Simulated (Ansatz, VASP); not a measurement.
## SrCl2: VASP beside Ansatz

The input INCAR:

```
SYSTEM = SrCl2
PREC = Accurate
ENCUT = 520
EDIFF = 1E-6
ISMEAR = 0
SIGMA = 0.05
LREAL = .False.
LASPH = .True.
NELM = 100
ALGO = Normal
ISIF = 2
LWAVE = .False.
LCHARG = .True.
GGA = PE
LELF = .True.
LVHAR = .True.
NBANDS = 19
```

File KPOINTS:

```
regular mesh
0
Gamma
  8 8 8
  0 0 0
```

Contents of POSCAR:

```
SrCl2
1.0
    0.0000000000      3.4853998954      3.5206059550
    3.5206059550      0.0000000000      3.5206059550
    3.5206059550      3.4853998954      0.0000000000
Sr Cl
1 2
Direct
    0.0000000000      0.0000000000      0.0000000000
    0.2500000000      0.2500000000      0.2500000000
    0.7500000000      0.7500000000      0.7500000000
```

Input for Ansatz:

```yaml
crystal:
  lattice:
    - [0.0, 3.4853998954, 3.520605955]
    - [3.520605955, 0.0, 3.520605955]
    - [3.520605955, 3.4853998954, 0.0]
  atoms:
    - { symbol: Sr, position: [0.0, 0.0, 0.0] }
    - { symbol: Cl, position: [0.25, 0.25, 0.25] }
    - { symbol: Cl, position: [0.75, 0.75, 0.75] }
basis:
  ecutwfc: 420
  ecutrho_ratio: 4
kpoints:
  mp_grid: { grid: [8, 8, 8] }
hamiltonian:
  xc: pbe
scf:
  occupations: { method: gaussian, width: 0.05 }
output:
  forces: true
  stress: true
  eigenvalues: true
```

Change from the starting cell: strain e2 = -0.01, atoms carried along.

Alike in both runs: task single point; functional PBE; k mesh 8 × 8 × 8; occupations gaussian, width 0.05 eV; no spin polarisation.

```csv
,VASP,Ansatz
version,VASP 6.6.1,Ansatz 0.2.0
potentials or method,"VASP PAW PBE potentials, release 64 (Sr_sv, Cl), cutoff 520 eV","scalar-relativistic, plane waves, PAW"
valence electrons in the cell,24,24
```

```tsv
	VASP	Ansatz	Ansatz less VASP
gap on the k mesh at the Fermi level (eV)	5.23	5.23	+0.004
least direct gap on the mesh (eV)	5.47	5.47	+0.002
pressure (GPa)	0.4	0.3	-0.08
traceless stress, the component that is largest in VASP (GPa)	0.34	0.34	+0.002
```
